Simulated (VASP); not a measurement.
# BeTe (F-43m) in VASP: single point with PBEsol

Aim: the single point of BeTe with PBEsol.

All numbers are computed with VASP 6.6.1; they aren't measurements. Logs are shortened: lines on timing, memory, paths and dates and some standing lists are left out, and cuts for length are marked.

### Step 1. The cell of the first run

Symmetry: F-43m, No. 216, cubic system. Conventional cell: a = 5.605 Å, b = 5.605 Å, c = 5.605 Å, α = 90.00°, β = 90.00°, γ = 90.00°. Be (site symmetry -43m) has 4 Te at 2.43 Å within 3.2 Å. Within 3.2 Å of Te (site symmetry -43m) lie 4 Be at 2.43 Å.

### Step 2. Single point, PBEsol

INCAR

```
SYSTEM = BeTe
ALGO = Normal
EDIFF = 1E-6
ENCUT = 600
GGA = PS
GGA_COMPAT = .FALSE.
ISIF = 2
ISMEAR = -1
LASPH = .TRUE.
LCHARG = .FALSE.
LREAL = Auto
LWAVE = .FALSE.
NBANDS = 326
NCORE = 4
NELM = 120
PREC = Accurate
SIGMA = 0.05
```

KPOINTS

```
k-points
0
G
  1 1 1
  0 0 0
```

POSCAR

```
BeTe
1.0
    0.0000000000     11.2094430000     11.2094430000
   11.2094430000      0.0000000000     11.2094430000
   11.2094430000     11.2094430000      0.0000000000
Be Te
64 64
Direct
    0.0000000000      0.0000000000      0.0000000000
    0.5000000000      0.0000000000      0.0000000000
    0.0000000000      0.5000000000      0.0000000000
    0.0000000000      0.0000000000      0.5000000000
    0.2500000000      0.2500000000      0.2500000000
    0.5000000000      0.5000000000      0.0000000000
[... 120 lines left out ...]
    0.0625000000      0.8125000000      0.8125000000
    0.5625000000      0.8125000000      0.8125000000
```

Potentials or basis: VASP PAW PBE potentials, release 64 (Be, Te).

On the command line:

```sh
$ cat potpaw_PBE.64/Be/POTCAR potpaw_PBE.64/Te/POTCAR > POTCAR
$ mpirun -np 4 vasp_gam > vasp.out
```

OUTCAR:

```text
SYSTEM = BeTe
   EDIFF = 1E-6
   ENCUT = 600
   GGA = PS
   ISIF = 2
   ISMEAR = -1
   LASPH = .TRUE.
   LREAL = Auto
   NELM = 120
   PREC = Accurate

 ion  position               nearest neighbor table
   1  0.000  0.000  0.000-  65 2.43  87 2.43 101 2.43 114 2.43
   2  0.500  0.000  0.000-  66 2.43  91 2.43 104 2.43 113 2.43
   3  0.000  0.500  0.000-  67 2.43  93 2.43  97 2.43 119 2.43
   4  0.000  0.000  0.500-  68 2.43  81 2.43 109 2.43 120 2.43
   5  0.250  0.250  0.250-  69 2.43  82 2.43  98 2.43 115 2.43
   6  0.500  0.500  0.000-  70 2.43  95 2.43  99 2.43 116 2.43
[... 120 lines left out ...]
 127  0.062  0.812  0.812-  15 2.43  23 2.43  37 2.43  63 2.43
 128  0.562  0.812  0.812-  16 2.43  27 2.43  40 2.43  64 2.43

  LATTYP: Found a face centered cubic cell.
 ALAT       =    22.4188860000

  Lattice vectors:

 A1 = (   0.0000000000,  11.2094430000,  11.2094430000)
 A2 = (  11.2094430000,   0.0000000000,  11.2094430000)
 A3 = (  11.2094430000,  11.2094430000,   0.0000000000)

Analysis of symmetry for initial positions (statically):
=====================================================================
 Subroutine PRICEL returns following result:

  LATTYP: Found a face centered cubic cell.
 ALAT       =     5.6047215000

  Lattice vectors:

 A1 = (   0.0000000000,   2.8023607500,   2.8023607500)
 A2 = (   2.8023607500,   0.0000000000,   2.8023607500)
 A3 = (   2.8023607500,   2.8023607500,   0.0000000000)

  64 primitive cells build up your supercell.

 Routine SETGRP: Setting up the symmetry group for a
 face centered cubic supercell.

 Subroutine GETGRP returns: Found 24 space group operations
 (whereof 24 operations were pure point group operations)
 out of a pool of 48 trial point group operations.

The static configuration has the point symmetry T_d .

Analysis of symmetry for dynamics (positions and initial velocities):
=====================================================================
 Subroutine PRICEL returns following result:

  LATTYP: Found a face centered cubic cell.
 ALAT       =     5.6047215000

  Lattice vectors:

 A1 = (   0.0000000000,   2.8023607500,   2.8023607500)
 A2 = (   2.8023607500,   0.0000000000,   2.8023607500)
 A3 = (   2.8023607500,   2.8023607500,   0.0000000000)

  64 primitive cells build up your supercell.

 Routine SETGRP: Setting up the symmetry group for a
 face centered cubic supercell.

 Subroutine GETGRP returns: Found 24 space group operations
 (whereof 24 operations were pure point group operations)
 out of a pool of 48 trial point group operations.

The dynamic configuration has the point symmetry T_d .

 Subroutine INISYM returns: Found 24 space group operations
 (whereof 24 operations are pure point group operations),
 and found    64 'primitive' translations

----------------------------------------------------------------------------------------

                                     Primitive cell

  volume of cell :      44.0151

  direct lattice vectors                    reciprocal lattice vectors
     0.000000000  2.802360750  2.802360750    -0.178420997  0.178420997  0.178420997
     2.802360750  0.000000000  2.802360750     0.178420997 -0.178420997  0.178420997
     2.802360750  2.802360750  0.000000000     0.178420997  0.178420997 -0.178420997

  length of vectors
     3.963136579  3.963136579  3.963136579     0.309034233  0.309034233  0.309034233

  position of ions in fractional coordinates (direct lattice)
     0.000000000  0.000000000  0.000000000
     0.250000000  0.250000000  0.250000000

  ion indices of the primitive-cell ions
   primitive index   ion index
                 1           1
                 2          65

----------------------------------------------------------------------------------------

 KPOINTS: k-points

Automatic generation of k-mesh.
 Grid dimensions read from file:
 generate k-points for:    1    1    1

 Generating k-lattice:

  Cartesian coordinates                     Fractional coordinates (reciprocal lattice)
    -0.044605249  0.044605249  0.044605249     1.000000000  0.000000000  0.000000000
     0.044605249 -0.044605249  0.044605249     0.000000000  1.000000000  0.000000000
     0.044605249  0.044605249 -0.044605249     0.000000000  0.000000000  1.000000000

  Length of vectors
     0.077258558  0.077258558  0.077258558

  Shift w.r.t. Gamma in fractional coordinates (k-lattice)
     0.000000000  0.000000000  0.000000000

 Subroutine IBZKPT returns following result:
 ===========================================

 Found      1 irreducible k-points:

 Following reciprocal coordinates:
            Coordinates               Weight
  0.000000  0.000000  0.000000      1.000000
   k-points           NKPTS =      1   k-points in BZ     NKDIM =      1   number of bands    NBANDS=    326
   number of dos      NEDOS =    301   number of ions     NIONS =    128
   total plane-waves  NPLWV = ******
   dimension x,y,z NGX =   128 NGY =  128 NGZ =  128
   dimension x,y,z NGXF=   256 NGYF=  256 NGZF=  256
   ions per type =              64  64
   NGX,Y,Z   is equivalent  to a cutoff of  13.42, 13.42, 13.42 a.u.
   NGXF,Y,Z  is equivalent  to a cutoff of  26.85, 26.85, 26.85 a.u.
 SYSTEM =  BeTe
   PREC   = accura    normal or accurate (medium, high low for compatibility)
   ISTART =      0    job   : 0-new  1-cont  2-samecut
   ICHARG =      2    charge: 1-file 2-atom 10-const
   ISPIN  =      1    spin polarized calculation?
   LNONCOLLINEAR =      F non collinear calculations
   LSORBIT =      F    spin-orbit coupling
   LASPH  =      T    aspherical Exc in radial PAW
   ENCUT  =  600.0 eV  44.10 Ry    6.64 a.u.  31.66 31.66 31.66*2*pi/ulx,y,z
   NELM   =    120;   NELMIN=  2; NELMDL= -5     # of ELM steps
   EDIFF  = 0.1E-05   stopping-criterion for ELM
   LREAL  =      T    real-space projection
   EDIFFG = 0.1E-04   stopping-criterion for IOM
   NSW    =      0    number of steps for IOM
   IBRION =     -1    ionic relax: 0-MD 1-quasi-New 2-CG
   NFREE  =      0    steps in history (QN), initial steepest desc. (CG)
   ISIF   =      2    stress and relaxation
   ISYM   =      2    0-nonsym 1-usesym 2-fastsym
   POTIM  = 0.5000    time-step for ionic-motion
   TEBEG  =    0.0;   TEEND  =   0.0 temperature during run
   PSTRESS=    0.0 pullay stress
   NELECT =     512.0000    total number of electrons
   NUPDOWN=      -1.0000    fix difference up-down
   EMIN   =  10.00;   EMAX   =-10.00  energy-range for DOS
   EFERMI =   0.00;   METHOD = LEGACY
   ISMEAR =    -1;   SIGMA  =   0.05  broadening in eV -4-tet -1-fermi 0-gaus
   EFERMI_NEDOS =   21; number of points for ismear=-14 and -15
   IALGO  =     38    algorithm
   IMIX   =      4    mixing-type and parameters
     AMIX     =   0.40;   BMIX     =  1.00
     AMIX_MAG =   1.60;   BMIX_MAG =  1.00
  volume/ion in A,a.u.               =      22.01       148.51
  Fermi-wavevector in a.u.,A,eV,Ry     =   0.927337  1.752412 11.700376  0.859953
  Thomas-Fermi vector in A             =   2.053396
   LORBIT       =      0    0 simple, 1 ext, 2 COOP (PROOUT), +10 PAW based schemes
   GGA     = PS    functional components
   LHFCALC =     F    Hartree Fock is set to
   AEXX    =    0.0000 exact exchange contribution
   IVDW    =     0    specifies the selected vdW correction
   LEPSILON=     F    determine dielectric tensor
   LRPA    =     F    only Hartree local field effects (RPA)
 non-spin polarized calculation
  energy-cutoff  :      600.00
  volume of cell :     2816.97
 maximum number of plane-waves:     47069
 NGX is ok and might be reduce to   120
   NGX = 63   NGY = 63   NGZ = 63

 number of electron     511.9999990 magnetization

 Free energy of the ion-electron system (eV)
  ---------------------------------------------------
  ext. energy  EPLUGINS =         0.00000000
  ---------------------------------------------------
  free energy    TOTEN  =      -520.55024882 eV

  energy without entropy =     -520.55024865  energy(sigma->0) =     -520.55024873

 E-fermi :   6.0929     XC(G=0):  -9.2473

 val. band max:        5.1908912258   @ k =   0.0000   0.0000   0.0000
 cond. band min:       6.9948337918   @ k =   0.0000   0.0000   0.0000
 fundamental gap:      1.8039425660
 Fermi energy:         6.0928615105

 k-point     1 :       0.0000    0.0000    0.0000
  band No.  band energies     occupation
      1      -7.2385      2.00000
      2      -6.6679      2.00000
      3      -6.6679      2.00000
      4      -6.6679      2.00000
      5      -6.6679      2.00000
      6      -6.6679      2.00000
[... 260 lines left out ...]
    267       7.7703      0.00000
    268       7.7703      0.00000
 [bands above 268 left out]

------------------------ aborting loop because EDIFF is reached ----------------------------------------

  FORCE on cell =-STRESS in cart. coord.  units (eV):
  Direction    XX          YY          ZZ          XY          YZ          ZX
  --------------------------------------------------------------------------------------
  -------------------------------------------------------------------------------------
  Total        8.8849070      8.8849070      8.8849070     -0.0000000      0.0000000      0.0000000
  in kB        5.0533732      5.0533732      5.0533732     -0.0000000      0.0000000      0.0000000
  external PRESSURE =       5.0533732 kB  Pullay stress =       0.0000000 kB

 VOLUME and BASIS-vectors are now :
 -----------------------------------------------------------------------------
  energy-cutoff  :      600.00
  volume of cell :     2816.97
      direct lattice vectors                 reciprocal lattice vectors
     0.000000000 11.209443000 11.209443000    -0.044605249  0.044605249  0.044605249
    11.209443000  0.000000000 11.209443000     0.044605249 -0.044605249  0.044605249
    11.209443000 11.209443000  0.000000000     0.044605249  0.044605249 -0.044605249

 POSITION                                       TOTAL-FORCE (eV/Angst)
 -----------------------------------------------------------------------------------
      0.00000      0.00000      0.00000        -0.000000     -0.000000     -0.000000
      0.00000      5.60472      5.60472        -0.000000     -0.000000     -0.000000
      5.60472      0.00000      5.60472        -0.000000     -0.000000     -0.000000
      5.60472      5.60472      0.00000        -0.000000     -0.000000      0.000000
      5.60472      5.60472      5.60472        -0.000000     -0.000000      0.000000
      5.60472      5.60472     11.20944        -0.000000     -0.000000     -0.000000
[... 120 lines left out ...]
     18.21534      9.80826      9.80826        -0.000000      0.000000      0.000000
     18.21534     15.41298     15.41298        -0.000000      0.000000      0.000000
 -----------------------------------------------------------------------------------
    total drift:                                0.000004      0.000004      0.000004

  FREE ENERGIE OF THE ION-ELECTRON SYSTEM (eV)
  ---------------------------------------------------
  free  energy   TOTEN  =      -520.5502488152 eV

  energy  without entropy=     -520.5502486480  energy(sigma->0) =     -520.55024873
```

It took 15 min on 4 MPI ranks of Oxide Virtual Turin-like, shared host; peak memory 1 GiB.

Results:

| Quantity | Value |
| --- | --- |
| Free energy | -520.5502 eV |
| Pressure | 0.5 GPa |
| Band gap on the k mesh | 1.80 eV |

Caveat: the k points lie up to 0.49 Å⁻¹ apart; the PAW data sets were made with another functional, which shifts forces and pressure a little; spin-orbit coupling is left out, which moves the levels of the heavy elements; an odd mesh through Γ misses points on the zone boundary, where band edges can lie.
